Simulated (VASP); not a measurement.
Set up this calculation in VASP 6.6.1, as the native input.

* Task: relaxation of cell and atoms
* Functional: PBE
* Potentials or basis: VASP PAW PBE potentials, release 64 (Si, B, Mo_sv)
* Cutoff: 600 eV
* k mesh: 4 × 4 × 6
* Occupations: gaussian, width 0.1 eV
* Spin: no spin polarisation
* Dipole correction: no
* Further INCAR settings: ALGO = Normal; EDIFF = 1e-06; IBRION = 2; EDIFFG = -0.04; NSW = 90; ISIF = 3

The structure of SiB4Mo lies in POSCAR:

```
SiB4Mo
1.0
    3.1151178000     -3.6055790800      0.0000000000
    3.1151178000      3.6055790800      0.0000000000
    0.0000000000      0.0000000000      3.3332018700
Si B Mo
1 4 1
Direct
    0.0000000000      0.0000000000      0.5000000000
    0.0145117000      0.2932447000      0.0000000000
    0.9854883000      0.7067553000      0.0000000000
    0.2932447000      0.0145117000      0.0000000000
    0.7067553000      0.9854883000      0.0000000000
    0.5000000000      0.5000000000      0.0000000000
```

The cell was built from a structure type or drawn by symmetry, and may not be a known phase.

One way to write it, as run:

INCAR

```
SYSTEM = SiB4Mo
ALGO     = Normal         ! electronic algorithm
EDIFF    = 1E-6           ! SCF threshold, eV
EDIFFG   = -0.04          ! ionic threshold
ENCUT    = 600            ! plane-wave cutoff, eV
GGA      = PE             ! functional
IBRION   = 2              ! ionic algorithm
ISIF     = 3              ! what is computed and relaxed
ISMEAR   = 0              ! smearing method
LASPH    = .True.         ! aspherical terms in the spheres
LCHARG   = .False.        ! write CHGCAR
LREAL    = .False.        ! projectors in reciprocal space
LWAVE    = .False.        ! write WAVECAR
NELM     = 80             ! most SCF steps
NSW      = 90             ! ionic steps
PREC     = Accurate       ! precision mode
SIGMA    = 0.1            ! smearing width, eV
```

KPOINTS

```
k-points
0
Gamma
  4 4 6
  0 0 0
```

Potentials or basis: VASP PAW PBE potentials, release 64 (Si, B, Mo_sv).

The run is started by

```console
$ cat potpaw_PBE.64/Si/POTCAR potpaw_PBE.64/B/POTCAR potpaw_PBE.64/Mo_sv/POTCAR > POTCAR
$ mpirun -np 1 vasp_std > vasp.out
```

It gave:

```json
{"Relaxed volume": "10.31 Å³/atom", "Relaxed cell": "a = 4.501 Å, b = 4.501 Å, c = 3.154 Å, α = 90.00°, β = 90.00°, γ = 104.45°", "Space group after relaxing (to 0.1 Å)": "Cmmm (No. 65)", "Energy gained by relaxing": "570.8 meV/atom", "Ionic steps": "14", "Pressure after relaxing": "0.2 GPa", "Largest force after relaxing": "0.022 eV/Å", "Band gap on the k mesh": "zero (bands 15 and 16 overlap by 2.15 eV)"}
```

Caveat: the volume moved by over 15 % at a fixed basis, so the end points are rough.

It took 11 min on 1 thread of Intel Xeon 8259CL, on a shared host, peak memory 0.25 GiB.
